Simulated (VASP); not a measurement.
Write the native input for VASP 6.6.1 that does the following.

| Quantity | Value |
| --- | --- |
| Task | single point |
| Functional | PBE |
| Potentials or basis | VASP PAW PBE potentials, release 64 (W_sv, Au) |
| Cutoff | 520 eV |
| k mesh | 6 × 6 × 6 |
| Occupations | gaussian, width 0.1 eV |
| Spin | no spin polarisation |
| Dipole correction | no |
| Further INCAR settings | ALGO = Normal; EDIFF = 1e-06; NBANDS = 25 |

The structure of WAu2 lies in POSCAR:

```
WAu2
1.0
    0.0000000000      3.1234045426      3.1234045426
    3.1234045426      0.0000000000      3.1234045426
    3.1234045426      3.1234045426      0.0000000000
W Au
1 2
Direct
    0.0000000000      0.0000000000      0.0000000000
    0.2500000000      0.2500000000      0.2500000000
    0.7500000000      0.7500000000      0.7500000000
```

One way to write it, as run:

INCAR

```
PREC = Accurate
ENCUT = 520
EDIFF = 1E-6
ISMEAR = 0
SIGMA = 0.1
LREAL = F
LASPH = T
NELM = 80
ALGO = Normal
ISIF = 2
LWAVE = F
LCHARG = F
GGA = PE
NBANDS = 25
```

KPOINTS

```
regular mesh
0
Gamma
  6 6 6
```

Potentials or basis: VASP PAW PBE potentials, release 64 (W_sv, Au).

The run is started by

```sh
$ cat potpaw_PBE.64/W_sv/POTCAR potpaw_PBE.64/Au/POTCAR > POTCAR
$ mpirun -np 1 vasp_std > vasp.out
```

It gave:

```json
{"Pressure": "-0.1 GPa", "Band gap on the k mesh": "zero (band 18 reaches 7.76 eV, above the bottom of band 19 at 7.68 eV)"}
```

Caveat: spin-orbit coupling is left out, which moves the levels of the heavy elements.

Wall time 28 s on 1 thread of Intel(R) Xeon(R) Platinum 8175M CPU @ 2.50GHz (Skylake/Cascade Lake), on a shared host, peak memory 0.2 GiB.
